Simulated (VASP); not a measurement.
# Te (P3_121) in VASP: notebook

Aim: see how the results for Te move with the level of theory and the settings. Levels: PBEsol-based global hybrid with 25 % exact exchange, r2SCANh. Tasks: single point.

Program: VASP 6.6.1. These are calculated values, not measurements. Logs are shortened: lines on timing, memory, paths and dates and some standing lists are left out, and cuts for length are marked.

### 1 The cell of the first run

It takes space group P3_121 (No. 152, trigonal). Conventional cell: a = 4.454 Å, b = 4.454 Å, c = 5.924 Å, α = 90.00°, β = 90.00°, γ = 120.00°. Te (site symmetry 2) has 6 Te at 2.86 to 3.47 Å within 3.8 Å.

### 2 Single point, PBEsol-based global hybrid with 25 % exact exchange

File POSCAR:

```
Te
1.0
    4.4540000000      0.0000000000      0.0000000000
   -2.2270000000      3.8572771485      0.0000000000
    0.0000000000      0.0000000000      5.9240000000
Te
3
Direct
    0.7310000000      0.7310000000      0.0000000000
    0.0000000000      0.2690000000      0.6666666667
    0.2690000000      0.0000000000      0.3333333333
```

File INCAR.step1:

```
PREC = Accurate
ENCUT = 520
EDIFF = 1E-5
ISMEAR = -1
SIGMA = 0.05
LREAL = False
LASPH = True
NELM = 100
ALGO = Normal
ISIF = 2
LWAVE = True
LCHARG = False
GGA = PE
NBANDS = 16
```

File INCAR.step2:

```
PREC = Accurate
ENCUT = 520
EDIFF = 1E-6
ISMEAR = -1
SIGMA = 0.05
LREAL = False
LASPH = True
NELM = 100
ALGO = Normal
ISIF = 2
LWAVE = False
LCHARG = False
GGA = PS
LHFCALC = True
AEXX = 0.25
PRECFOCK = Normal
ISTART = 1
NBANDS = 16
```

File KPOINTS:

```
Automatic mesh
0
Gamma
  4 4 3
```

Potentials or basis: VASP PAW PBE potentials, release 64 (Te).

The run is started by

```bash
$ cat potpaw_PBE.64/Te/POTCAR > POTCAR
$ cp INCAR.step1 INCAR
$ mpirun -np 1 vasp_std > vasp.out
$ cp INCAR.step2 INCAR
$ mpirun -np 1 vasp_std > vasp.out
```

OUTCAR:

```text
PREC = Accurate
   ENCUT = 520
   EDIFF = 1E-6
   ISMEAR = -1
   LREAL = False
   LASPH = True
   NELM = 100
   ISIF = 2
   GGA = PS
   LHFCALC = True
   AEXX = 0.25
   PRECFOCK = Normal
   ISTART = 1

 ion  position               nearest neighbor table
   1  0.731  0.731  0.000-   3 2.86   2 2.86   3 3.47   2 3.47   2 3.47   3 3.47
   2  0.000  0.269  0.667-   1 2.86   3 2.86   1 3.47   1 3.47   3 3.47   3 3.47
   3  0.269  0.000  0.333-   1 2.86   2 2.86   1 3.47   1 3.47   2 3.47   2 3.47

  LATTYP: Found a hexagonal cell.
 ALAT       =     4.4540000000
 C/A-ratio  =     1.3300404131

  Lattice vectors:

 A1 = (   4.4540000000,   0.0000000000,   0.0000000000)
 A2 = (  -2.2270000000,   3.8572771485,   0.0000000000)
 A3 = (   0.0000000000,   0.0000000000,   5.9240000000)

Analysis of symmetry for initial positions (statically):
=====================================================================
 Subroutine PRICEL returns:
 Original cell was already a primitive cell.

 Routine SETGRP: Setting up the symmetry group for a
 hexagonal supercell.

 Subroutine GETGRP returns: Found  6 space group operations
 (whereof  2 operations were pure point group operations)
 out of a pool of 24 trial point group operations.

The static configuration has the point symmetry C_2 .
 The point group associated with its full space group is D_3 .

Analysis of symmetry for dynamics (positions and initial velocities):
=====================================================================
 Subroutine PRICEL returns:
 Original cell was already a primitive cell.

 Routine SETGRP: Setting up the symmetry group for a
 hexagonal supercell.

 Subroutine GETGRP returns: Found  6 space group operations
 (whereof  2 operations were pure point group operations)
 out of a pool of 24 trial point group operations.

The dynamic configuration has the point symmetry C_2 .
 The point group associated with its full space group is D_3 .

 Subroutine INISYM returns: Found  6 space group operations
 (whereof  2 operations are pure point group operations),
 and found     1 'primitive' translations

----------------------------------------------------------------------------------------

                                     Primitive cell

  volume of cell :     101.7762

  direct lattice vectors                    reciprocal lattice vectors
     4.454000000  0.000000000  0.000000000     0.224517288  0.129625117  0.000000000
    -2.227000000  3.857277149  0.000000000     0.000000000  0.259250233  0.000000000
     0.000000000  0.000000000  5.924000000     0.000000000  0.000000000  0.168804862

  length of vectors
     4.454000000  4.454000000  5.924000000     0.259250233  0.259250233  0.168804862

  position of ions in fractional coordinates (direct lattice)
     0.731000000  0.731000000  0.000000000
     0.000000000  0.269000000  0.666666667
     0.269000000  0.000000000  0.333333333

  ion indices of the primitive-cell ions
   primitive index   ion index
                 1           1
                 2           2
                 3           3

----------------------------------------------------------------------------------------

 KPOINTS: Automatic mesh

Automatic generation of k-mesh.
 Grid dimensions read from file:
 generate k-points for:    4    4    3

 Generating k-lattice:

  Cartesian coordinates                     Fractional coordinates (reciprocal lattice)
     0.056129322  0.032406279  0.000000000     0.250000000  0.000000000  0.000000000
     0.000000000  0.064812558  0.000000000     0.000000000  0.250000000  0.000000000
     0.000000000  0.000000000  0.056268287     0.000000000  0.000000000  0.333333333

  Length of vectors
     0.064812558  0.064812558  0.056268287

  Shift w.r.t. Gamma in fractional coordinates (k-lattice)
     0.000000000  0.000000000  0.000000000

 Subroutine IBZKPT returns following result:
 ===========================================

 Found      9 irreducible k-points:

 Following reciprocal coordinates:
            Coordinates               Weight
  0.000000  0.000000  0.000000      1.000000
  0.250000  0.000000  0.000000      6.000000
  0.500000  0.000000  0.000000      3.000000
  0.250000  0.250000  0.000000      6.000000
  0.000000  0.000000  0.333333      2.000000
  0.250000  0.000000  0.333333      6.000000
  0.000000  0.250000  0.333333      6.000000
  0.500000  0.000000  0.333333      6.000000
  0.250000  0.250000  0.333333     12.000000
   k-points           NKPTS =      9   k-points in BZ     NKDIM =     48   number of bands    NBANDS=     16
   number of dos      NEDOS =    301   number of ions     NIONS =      3
   total plane-waves  NPLWV =  62208
   dimension x,y,z NGX =    36 NGY =   36 NGZ =   48
   dimension x,y,z NGXF=    72 NGYF=   72 NGZF=   96
   ions per type =               3
   NGX,Y,Z   is equivalent  to a cutoff of  13.44, 13.44, 13.47 a.u.
   NGXF,Y,Z  is equivalent  to a cutoff of  26.87, 26.87, 26.94 a.u.
 SYSTEM =  unknown system
   PREC   = accura    normal or accurate (medium, high low for compatibility)
   ISTART =      1    job   : 0-new  1-cont  2-samecut
   ICHARG =      0    charge: 1-file 2-atom 10-const
   ISPIN  =      1    spin polarized calculation?
   LNONCOLLINEAR =      F non collinear calculations
   LSORBIT =      F    spin-orbit coupling
   LASPH  =      T    aspherical Exc in radial PAW
   ENCUT  =  520.0 eV  38.22 Ry    6.18 a.u.   8.28  8.28 11.01*2*pi/ulx,y,z
   NELM   =    100;   NELMIN=  2; NELMDL=  0     # of ELM steps
   EDIFF  = 0.1E-05   stopping-criterion for ELM
   LREAL  =      F    real-space projection
   EDIFFG = 0.1E-04   stopping-criterion for IOM
   NSW    =      0    number of steps for IOM
   IBRION =     -1    ionic relax: 0-MD 1-quasi-New 2-CG
   NFREE  =      0    steps in history (QN), initial steepest desc. (CG)
   ISIF   =      2    stress and relaxation
   ISYM   =      3    0-nonsym 1-usesym 2-fastsym
   POTIM  = 0.5000    time-step for ionic-motion
   TEBEG  =    0.0;   TEEND  =   0.0 temperature during run
   PSTRESS=    0.0 pullay stress
   NELECT =      18.0000    total number of electrons
   NUPDOWN=      -1.0000    fix difference up-down
   EMIN   =  10.00;   EMAX   =-10.00  energy-range for DOS
   EFERMI =   0.00;   METHOD = LEGACY
   ISMEAR =    -1;   SIGMA  =   0.05  broadening in eV -4-tet -1-fermi 0-gaus
   EFERMI_NEDOS =   21; number of points for ismear=-14 and -15
   IALGO  =     38    algorithm
   IMIX   =      1    mixing-type and parameters
     AMIX     =   0.40;   BMIX     =  1.00
     AMIX_MAG =   1.60;   BMIX_MAG =  1.00
  volume/ion in A,a.u.               =      33.93       228.94
  Fermi-wavevector in a.u.,A,eV,Ry     =   0.918933  1.736531 11.489263  0.844437
  Thomas-Fermi vector in A             =   2.044070
   LORBIT       =      0    0 simple, 1 ext, 2 COOP (PROOUT), +10 PAW based schemes
   GGA     = PS    functional components
   LHFCALC =     T    Hartree Fock is set to
   PRECFOCK=normal    Normal, Fast or Accurate (Low or Medium for compatibility)
   ENCUT4O =  -1.0   cutoff for four orbital integrals eV
   NKREDX  =     1    reduce k-point grid by
   NKREDY  =     1    reduce k-point grid by
   NKREDZ  =     1    reduce k-point grid by
   AEXX    =    0.2500 exact exchange contribution
   HFSCREEN=    0.0000 screening length (either q_TF or 0.3 A-1)
   HFSCREENC=   0.0000 screening length for correlation (either q_TF or 0.3 A-1)
   ENCUTFOCK=  -1.0 apply spherical cutoff to Coloumb kernel
   IVDW    =     0    specifies the selected vdW correction
   LEPSILON=     F    determine dielectric tensor
   LRPA    =     F    only Hartree local field effects (RPA)
 non-spin polarized calculation
  energy-cutoff  :      520.00
  volume of cell :      101.78
 maximum number of plane-waves:      2758
 NGX is ok and might be reduce to    36
  NGX = 28; NGY = 28; NGZ = 36

 number of electron      17.9999999 magnetization

 Free energy of the ion-electron system (eV)
  ---------------------------------------------------
  ext. energy  EPLUGINS =         0.00000000
  ---------------------------------------------------
  free energy    TOTEN  =       -14.16516559 eV

  energy without entropy =      -14.16516558  energy(sigma->0) =      -14.16516559

 E-fermi :   5.8480     XC(G=0):  -7.3134

 val. band max:        4.8691258849   @ k =   0.2500   0.2500   0.3333
 cond. band min:       6.7505160595   @ k =   0.0000   0.0000   0.3333
 fundamental gap:      1.8813901746
 Fermi energy:         5.8479774936

 k-point     1 :       0.0000    0.0000    0.0000
  band No.  band energies     occupation
      1      -9.8976      2.00000
      2      -6.2220      2.00000
      3      -6.2220      2.00000
      4       1.7609      2.00000
      5       2.1742      2.00000
      6       2.1742      2.00000
[... 8 lines left out ...]
     15      12.2496      0.00000
     16      12.8357      0.00000

 k-point     2 :       0.2500    0.0000    0.0000
  band No.  band energies     occupation
      1      -9.4473      2.00000
      2      -6.4257      2.00000
      3      -6.0932      2.00000
      4      -0.0297      2.00000
      5       0.8434      2.00000
      6       1.3392      2.00000
[... 8 lines left out ...]
     15      12.9974      0.00000
     16      13.8012      0.00000

 k-point     3 :       0.5000    0.0000    0.0000
  band No.  band energies     occupation
      1      -8.7160      2.00000
      2      -7.0524      2.00000
      3      -5.9412      2.00000
      4      -0.2896      2.00000
      5       0.2389      2.00000
      6       1.0939      2.00000
[... 8 lines left out ...]
     15      15.3521      0.00000
     16      15.6745      0.00000

 k-point     4 :       0.2500    0.2500    0.0000
  band No.  band energies     occupation
      1      -8.7639      2.00000
      2      -6.7015      2.00000
      3      -6.2956      2.00000
      4      -0.0690      2.00000
      5      -0.0076      2.00000
      6       1.5043      2.00000
[... 8 lines left out ...]
     15      14.0216      0.00000
     16      14.7699      0.00000

 k-point     5 :       0.0000    0.0000    0.3333
  band No.  band energies     occupation
      1      -9.4554      2.00000
      2      -8.1710      2.00000
      3      -4.2339      2.00000
      4       1.0905      2.00000
      5       1.9896      2.00000
      6       2.3428      2.00000
[... 8 lines left out ...]
     15      12.0750      0.00000
     16      13.3150      0.00000

 k-point     6 :       0.2500    0.0000    0.3333
  band No.  band energies     occupation
      1      -9.0476      2.00000
      2      -7.8376      2.00000
      3      -5.0279      2.00000
      4       0.5180      2.00000
      5       1.2419      2.00000
      6       1.8267      2.00000
[... 8 lines left out ...]
     15      12.0496      0.00000
     16      12.9356      0.00000

 k-point     7 :       0.0000    0.2500    0.3333
  band No.  band energies     occupation
      1      -9.0249      2.00000
      2      -7.9066      2.00000
      3      -4.8672      2.00000
      4      -0.0749      2.00000
      5       0.6597      2.00000
      6       1.6255      2.00000
[... 8 lines left out ...]
     15      13.0417      0.00000
     16      13.6243      0.00000

 k-point     8 :       0.5000    0.0000    0.3333
  band No.  band energies     occupation
      1      -8.4095      2.00000
      2      -7.5131      2.00000
      3      -5.8907      2.00000
      4      -1.0307      2.00000
      5       0.5062      2.00000
      6       1.1981      2.00000
[... 8 lines left out ...]
     15      15.0145      0.00000
     16      15.2756      0.00000

 k-point     9 :       0.2500    0.2500    0.3333
  band No.  band energies     occupation
      1      -8.4251      2.00000
      2      -7.5251      2.00000
      3      -5.8094      2.00000
      4      -0.6614      2.00000
      5      -0.0783      2.00000
      6       0.5795      2.00000
[... 8 lines left out ...]
     15      13.2614      0.00000
     16      14.1898      0.00000

------------------------ aborting loop because EDIFF is reached ----------------------------------------

  FORCE on cell =-STRESS in cart. coord.  units (eV):
  Direction    XX          YY          ZZ          XY          YZ          ZX
  --------------------------------------------------------------------------------------
  -------------------------------------------------------------------------------------
  Total       -1.1755216     -1.1755216     -2.0894712      0.0000000      0.0000000      0.0000000
  in kB      -18.5052554    -18.5052554    -32.8928021      0.0000000      0.0000000      0.0000000
  external PRESSURE =     -23.3011043 kB  Pullay stress =       0.0000000 kB

 VOLUME and BASIS-vectors are now :
 -----------------------------------------------------------------------------
  energy-cutoff  :      520.00
  volume of cell :      101.78
      direct lattice vectors                 reciprocal lattice vectors
     4.454000000  0.000000000  0.000000000     0.224517288  0.129625117  0.000000000
    -2.227000000  3.857277149  0.000000000     0.000000000  0.259250233  0.000000000
     0.000000000  0.000000000  5.924000000     0.000000000  0.000000000  0.168804862

 POSITION                                       TOTAL-FORCE (eV/Angst)
 -----------------------------------------------------------------------------------
      1.62794      2.81967      0.00000         0.201631      0.349235      0.000000
     -0.59906      1.03761      3.94933         0.201631     -0.349235      0.000000
      1.19813      0.00000      1.97467        -0.403262      0.000000     -0.000000
 -----------------------------------------------------------------------------------
    total drift:                               -0.000001      0.000001     -0.000000

  FREE ENERGIE OF THE ION-ELECTRON SYSTEM (eV)
  ---------------------------------------------------
  free  energy   TOTEN  =       -14.1651655873 eV

  energy  without entropy=      -14.1651655842  energy(sigma->0) =      -14.16516559
```

It took 22 min on 1 thread of AMD EPYC 7R43 (Zen 3), shared host; peak memory 0.21 GiB.

What came out:

```
Free energy            : -14.1652 eV
Pressure               : -2.3 GPa
Largest force          : 0.403 eV/Å
Band gap on the k mesh : 1.88 eV (least direct gap 2.09 eV)
```

Forces in eV/Å, atoms in the order of the input:
```
Te   0.202  0.349  0.000
Te   0.202 -0.349  0.000
Te  -0.403  0.000  0.000
```

Caveat: the PAW data sets were made with another functional, which shifts forces and pressure a little; spin-orbit coupling is left out, which moves the levels of the heavy elements.

### 3 Single point, r2SCANh

POSCAR is that of step 2.

File INCAR.step1:

```
SYSTEM = Te
  PREC = Accurate
  ENCUT = 520
  EDIFF = 1E-5
  ISMEAR = -1
  SIGMA = 0.05
  LREAL = .False.
  LASPH = .True.
  NELM = 80
  ALGO = Normal
  ISIF = 2
  LWAVE = .True.
  LCHARG = .False.
  NBANDS = 16
  GGA = PE
```

File INCAR.step2:

```
SYSTEM = Te
  PREC = Accurate
  ENCUT = 520
  EDIFF = 1E-7
  ISMEAR = -1
  SIGMA = 0.05
  LREAL = .False.
  LASPH = .True.
  NELM = 80
  ALGO = Normal
  ISIF = 2
  LWAVE = .False.
  LCHARG = .False.
  METAGGA = R2SCAN
  LHFCALC = .True.
  AEXX = 0.1
  LMIXTAU = .True.
  PRECFOCK = Normal
  NBANDS = 16
  ISTART = 1
```

File KPOINTS:

```
Automatic mesh
0
Gamma
  4 4 3
  0 0 0
```

Potentials or basis: VASP PAW PBE potentials, release 64 (Te).

The run is started by

```bash
$ cat potpaw_PBE.64/Te/POTCAR > POTCAR
$ cp INCAR.step1 INCAR
$ mpirun -np 1 vasp_std > vasp.out
$ cp INCAR.step2 INCAR
$ mpirun -np 1 vasp_std > vasp.out
```

It took 27 min on 1 thread of Intel Xeon Platinum 8259CL at 2.50GHz (Skylake/Cascade Lake), shared host; peak memory 0.27 GiB.

Results (log left out):

```
Free energy            : -71.1619 eV
Pressure               : 0.3 GPa
Largest force          : 0.256 eV/Å
Band gap on the k mesh : 1.37 eV (least direct gap 1.57 eV)
```

Forces on the atoms (eV/Å):
```
Te   0.128  0.221  0.000
Te   0.128 -0.221  0.000
Te  -0.256  0.000  0.000
```

Stress tensor (GPa, compression positive):
```
 0.51  0.00  0.00
 0.00  0.51  0.00
 0.00  0.00 -0.26
```

Levels at points of the mesh, in eV from the valence-band top:
| k point | band 6 | band 7 | band 8 | band 9 | band 10 | band 11 | band 12 | band 13 |
| --- | --- | --- | --- | --- | --- | --- | --- | --- |
| (0.00, 0.00, 0.00) | -2.65 | -1.55 | -1.55 | -0.70 | 1.84 | 1.84 | 2.52 | 6.11 |
| (0.50, 0.00, 0.00) | -3.65 | -3.53 | -0.84 | -0.62 | 1.70 | 1.78 | 3.98 | 4.80 |

Caveat: the PAW data sets were made with another functional, which shifts forces and pressure a little; spin-orbit coupling is left out, which moves the levels of the heavy elements. A k mesh can miss the band edges.
